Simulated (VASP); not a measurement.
# Sn2Pb (P6/mmm) in VASP: further runs, part 2 of 2

VASP 6.6.1. Earlier steps stand in the parts before.

## Step 3: Relaxation of cell and atoms, PBE

This run uses another cell than the first one, of 29.99 Å³/atom.

The input, INCAR:

```
SYSTEM = Sn2Pb
ALGO     = Fast           ! electronic algorithm
EDIFF    = 1E-6           ! SCF threshold, eV
EDIFFG   = -0.01          ! ionic threshold
ENCUT    = 600            ! plane-wave cutoff, eV
GGA      = PE             ! functional
IBRION   = 2              ! ionic algorithm
ISIF     = 3              ! what is computed and relaxed
ISMEAR   = 0              ! smearing method
LASPH    = .True.         ! aspherical terms in the spheres
LCHARG   = .False.        ! write CHGCAR
LREAL    = .False.        ! projectors in reciprocal space
LWAVE    = .False.        ! write WAVECAR
NELM     = 100            ! most SCF steps
NSW      = 100            ! ionic steps
PREC     = Accurate       ! precision mode
SIGMA    = 0.1            ! smearing width, eV
```

The input, KPOINTS:

```
k-points
0
Gamma
  12 12 4
  0 0 0
```

The input, POSCAR:

```
Sn2Pb
1.0
    3.2741964329      0.0000000000      0.0000000000
   -1.6370982164      2.8355372878      0.0000000000
    0.0000000000      0.0000000000      9.6895427664
Sn Pb
2 1
Direct
    0.0000000000      0.0000000000      0.3380227366
    0.0000000000      0.0000000000      0.6619772634
    0.0000000000      0.0000000000      0.0000000000
```

Potentials or basis: VASP PAW PBE potentials, release 64 (Sn_d, Pb_d).

Run with:

```console
cat potpaw_PBE.64/Sn_d/POTCAR potpaw_PBE.64/Pb_d/POTCAR > POTCAR
mpirun -np 1 vasp_std > vasp.out
```

OUTCAR:

```text
SYSTEM = Sn2Pb
   EDIFF = 1E-6
   EDIFFG = -0.01
   ENCUT = 600
   GGA = PE
   IBRION = 2
   ISIF = 3
   ISMEAR = 0
   LASPH = .True.
   LREAL = .False.
   NELM = 100
   NSW = 100
   PREC = Accurate

 ion  position               nearest neighbor table
   1  0.000  0.000  0.338-   2 3.14   3 3.28
   2  0.000  0.000  0.662-   1 3.14   3 3.28
   3  0.000  0.000  0.000-   1 3.28   2 3.28

  LATTYP: Found a hexagonal cell.
 ALAT       =     3.2741964329
 C/A-ratio  =     2.9593651343

  Lattice vectors:

 A1 = (   3.2741964329,   0.0000000000,   0.0000000000)
 A2 = (  -1.6370982164,   2.8355372878,   0.0000000000)
 A3 = (   0.0000000000,   0.0000000000,   9.6895427664)

Analysis of symmetry for initial positions (statically):
=====================================================================
 Subroutine PRICEL returns:
 Original cell was already a primitive cell.

 Routine SETGRP: Setting up the symmetry group for a
 hexagonal supercell.

 Subroutine GETGRP returns: Found 24 space group operations
 (whereof 24 operations were pure point group operations)
 out of a pool of 24 trial point group operations.

The static configuration has the point symmetry D_6h.

Analysis of symmetry for dynamics (positions and initial velocities):
=====================================================================
 Subroutine PRICEL returns:
 Original cell was already a primitive cell.

 Routine SETGRP: Setting up the symmetry group for a
 hexagonal supercell.

 Subroutine GETGRP returns: Found 24 space group operations
 (whereof 24 operations were pure point group operations)
 out of a pool of 24 trial point group operations.

The dynamic configuration has the point symmetry D_6h.

 Subroutine INISYM returns: Found 24 space group operations
 (whereof 24 operations are pure point group operations),
 and found     1 'primitive' translations

----------------------------------------------------------------------------------------

                                     Primitive cell

  volume of cell :      89.9587

  direct lattice vectors                    reciprocal lattice vectors
     3.274196433  0.000000000  0.000000000     0.305418450  0.176333424  0.000000000
    -1.637098216  2.835537288  0.000000000     0.000000000  0.352666849  0.000000000
     0.000000000  0.000000000  9.689542766     0.000000000  0.000000000  0.103204044

  length of vectors
     3.274196433  3.274196433  9.689542766     0.352666849  0.352666849  0.103204044

  position of ions in fractional coordinates (direct lattice)
     0.000000000  0.000000000  0.338022737
     0.000000000  0.000000000  0.661977263
     0.000000000  0.000000000  0.000000000

  ion indices of the primitive-cell ions
   primitive index   ion index
                 1           1
                 2           2
                 3           3

----------------------------------------------------------------------------------------

 KPOINTS: k-points

Automatic generation of k-mesh.
 Grid dimensions read from file:
 generate k-points for:   12   12    4

 Generating k-lattice:

  Cartesian coordinates                     Fractional coordinates (reciprocal lattice)
     0.025451538  0.014694452  0.000000000     0.083333333  0.000000000  0.000000000
     0.000000000  0.029388904  0.000000000     0.000000000  0.083333333  0.000000000
     0.000000000  0.000000000  0.025801011     0.000000000  0.000000000  0.250000000

  Length of vectors
     0.029388904  0.029388904  0.025801011

  Shift w.r.t. Gamma in fractional coordinates (k-lattice)
     0.000000000  0.000000000  0.000000000

 Subroutine IBZKPT returns following result:
 ===========================================

 Found     57 irreducible k-points:

 Following reciprocal coordinates:
            Coordinates               Weight
  0.000000  0.000000  0.000000      1.000000
  0.083333  0.000000  0.000000      6.000000
  0.166667  0.000000  0.000000      6.000000
  0.250000  0.000000  0.000000      6.000000
  0.333333  0.000000  0.000000      6.000000
  0.416667  0.000000  0.000000      6.000000
[... 16 lines left out ...]
  0.250000  0.000000  0.250000     12.000000
  0.333333  0.000000  0.250000     12.000000
 [... further k-points ...]
   k-points           NKPTS =     57   k-points in BZ     NKDIM =     57   number of bands    NBANDS=     25
   number of dos      NEDOS =    301   number of ions     NIONS =      3
   total plane-waves  NPLWV =  62720
   dimension x,y,z NGX =    28 NGY =   28 NGZ =   80
   dimension x,y,z NGXF=    56 NGYF=   56 NGZF=  160
   ions per type =               2   1
   NGX,Y,Z   is equivalent  to a cutoff of  14.22, 14.22, 13.73 a.u.
   NGXF,Y,Z  is equivalent  to a cutoff of  28.43, 28.43, 27.45 a.u.
 SYSTEM =  Sn2Pb
   PREC   = accura    normal or accurate (medium, high low for compatibility)
   ISTART =      0    job   : 0-new  1-cont  2-samecut
   ICHARG =      2    charge: 1-file 2-atom 10-const
   ISPIN  =      1    spin polarized calculation?
   LNONCOLLINEAR =      F non collinear calculations
   LSORBIT =      F    spin-orbit coupling
   LASPH  =      T    aspherical Exc in radial PAW
   ENCUT  =  600.0 eV  44.10 Ry    6.64 a.u.   6.54  6.54 19.35*2*pi/ulx,y,z
   NELM   =    100;   NELMIN=  2; NELMDL= -5     # of ELM steps
   EDIFF  = 0.1E-05   stopping-criterion for ELM
   LREAL  =      F    real-space projection
   EDIFFG = -.1E-01   stopping-criterion for IOM
   NSW    =    100    number of steps for IOM
   IBRION =      2    ionic relax: 0-MD 1-quasi-New 2-CG
   NFREE  =      1    steps in history (QN), initial steepest desc. (CG)
   ISIF   =      3    stress and relaxation
   ISYM   =      2    0-nonsym 1-usesym 2-fastsym
   POTIM  = 0.5000    time-step for ionic-motion
   TEBEG  =    0.0;   TEEND  =   0.0 temperature during run
   PSTRESS=    0.0 pullay stress
   NELECT =      42.0000    total number of electrons
   NUPDOWN=      -1.0000    fix difference up-down
   EMIN   =  10.00;   EMAX   =-10.00  energy-range for DOS
   EFERMI =   0.00;   METHOD = LEGACY
   ISMEAR =     0;   SIGMA  =   0.10  broadening in eV -4-tet -1-fermi 0-gaus
   EFERMI_NEDOS =   21; number of points for ismear=-14 and -15
   IALGO  =     68    algorithm
   IMIX   =      4    mixing-type and parameters
     AMIX     =   0.40;   BMIX     =  1.00
     AMIX_MAG =   1.60;   BMIX_MAG =  1.00
  volume/ion in A,a.u.               =      29.99       202.36
  Fermi-wavevector in a.u.,A,eV,Ry     =   1.270019  2.399987 21.945485  1.612948
  Thomas-Fermi vector in A             =   2.403029
   LORBIT       =      0    0 simple, 1 ext, 2 COOP (PROOUT), +10 PAW based schemes
   GGA     = PE    functional components
   LHFCALC =     F    Hartree Fock is set to
   AEXX    =    0.0000 exact exchange contribution
   IVDW    =     0    specifies the selected vdW correction
   LEPSILON=     F    determine dielectric tensor
   LRPA    =     F    only Hartree local field effects (RPA)
 conjugate gradient relaxation of ions
 non-spin polarized calculation
 RMM-DIIS sequential band-by-band and
 Gauss-broadening in eV      SIGMA  =   0.10
  energy-cutoff  :      600.00
  volume of cell :       89.96
 maximum number of plane-waves:      3051
 NGX is ok and might be reduce to    28
   NGX = 13   NGY = 13   NGZ = 39

--------------------------------------- Ionic step        1  -------------------------------------------

 number of electron      41.9999999 magnetization

 Free energy of the ion-electron system (eV)
  ---------------------------------------------------
  ext. energy  EPLUGINS =         0.00000000
  ---------------------------------------------------
  free energy    TOTEN  =       -11.00223300 eV

  energy without entropy =      -10.99058187  energy(sigma->0) =      -10.99640744

------------------------ aborting loop because EDIFF is reached ----------------------------------------

  FORCE on cell =-STRESS in cart. coord.  units (eV):
  Direction    XX          YY          ZZ          XY          YZ          ZX
  --------------------------------------------------------------------------------------
  -------------------------------------------------------------------------------------
  Total        1.0135547      1.0135547     -1.5232494      0.0000000     -0.0000000     -0.0000000
  in kB       18.0515457     18.0515457    -27.1292764      0.0000000     -0.0000000     -0.0000000
  external PRESSURE =       2.9912717 kB  Pullay stress =       0.0000000 kB
[... 209 lines left out ...]
--------------------------------------- Ionic step        7  -------------------------------------------

 number of electron      42.0000009 magnetization

 Free energy of the ion-electron system (eV)
  ---------------------------------------------------
  ext. energy  EPLUGINS =         0.00000000
  ---------------------------------------------------
  free energy    TOTEN  =       -11.03914185 eV

  energy without entropy =      -11.03159467  energy(sigma->0) =      -11.03536826

 E-fermi :   6.9246     XC(G=0):  -9.9599

 val. band max:        6.8897680106   @ k =   0.3333   0.3333   0.5000
 cond. band min:       6.9643978340   @ k =   0.3333   0.3333   0.2500
 fundamental gap:      0.0746298233
 Fermi energy:         6.9245636070

 k-point     1 :       0.0000    0.0000    0.0000
  band No.  band energies     occupation
      1     -14.5527      2.00000
      2     -14.4659      2.00000
      3     -14.4659      2.00000
      4     -14.4585      2.00000
      5     -14.4585      2.00000
      6     -14.3833      2.00000
[... 661 lines left out ...]
     24      10.8665      0.00000
     25      11.7773      0.00000

 [... further k-points ...]
[... 5 lines left out ...]
  --------------------------------------------------------------------------------------
  -------------------------------------------------------------------------------------
  Total       -0.0068896     -0.0068896      0.0011394     -0.0000000      0.0000000      0.0000000
  in kB       -0.1227871     -0.1227871      0.0203056     -0.0000000      0.0000000      0.0000000
  external PRESSURE =      -0.0750896 kB  Pullay stress =       0.0000000 kB
[... 18 lines left out ...]
  FREE ENERGIE OF THE ION-ELECTRON SYSTEM (eV)
  ---------------------------------------------------
  free  energy   TOTEN  =       -11.0391418489 eV

  energy  without entropy=      -11.0315946710  energy(sigma->0) =      -11.03536826

 reached required accuracy - stopping structural energy minimisation
```

Wall time 5.3 min (1 thread of AMD EPYC 9R45 (Zen 5), shared host); peak memory 0.32 GiB.

What came out:

```
Free energy                           : -11.0391 eV
Relaxed volume                        : 29.97 Å³/atom
Relaxed cell                          : a = 3.323 Å, b = 3.323 Å, c = 9.398 Å, α = 90.00°, β = 90.00°, γ = 120.00°
Space group after relaxing (to 0.1 Å) : P6/mmm (No. 191)
Energy gained by relaxing             : 12.3 meV/atom
Ionic steps                           : 7
Pressure after relaxing               : 0.0 GPa
```

Forces on the atoms (eV/Å):
```
Sn   0.000  0.000 -0.003
Sn   0.000  0.000  0.003
Pb   0.000  0.000  0.000
```

Step by step:
```csv
step,energy change (eV),largest force (eV/Å),pressure (GPa),volume (Å³)
1,0.0000,0.0378,0.30,89.96
2,-0.0358,0.0037,-0.36,90.64
3,-0.0359,0.0056,-0.37,90.67
4,-0.0359,0.0061,-0.40,90.69
5,-0.0368,0.0111,0.08,89.72
6,-0.0369,0.0113,-0.01,89.92
7,-0.0369,0.0026,-0.01,89.90
```

Final structure:
```
CELL_PARAMETERS angstrom
3.32344 0.00000 0.00000
-1.66172 2.87818 0.00000
0.00000 0.00000 9.39821
ATOMIC_POSITIONS crystal
Sn 0.00000 0.00000 0.33815
Sn 0.00000 0.00000 0.66185
Pb 0.00000 0.00000 0.00000
```

Levels at points of the mesh, in eV from the Fermi level:
```
           k point  band 17  band 18  band 19  band 20  band 21  band 22  band 23  band 24  band 25
(0.00, 0.00, 0.00)    -9.53    -8.73    -2.38    -2.17     5.09     6.61     6.61     8.21     8.69
(0.50, 0.00, 0.00)    -5.93    -5.03    -4.13    -2.73    -2.57     0.75     1.19     3.26     4.75
(0.00, 0.00, 0.50)   -10.10    -7.95    -4.36     1.54     1.75     6.89     6.89     7.38     7.38
(0.50, 0.00, 0.50)    -6.46    -4.13    -3.76    -3.68    -1.86    -1.35     3.42     3.56     3.86
```

Caveat: the highest band is partly filled, so the run has too few bands; spin-orbit coupling is left out, which moves the levels of the heavy elements.
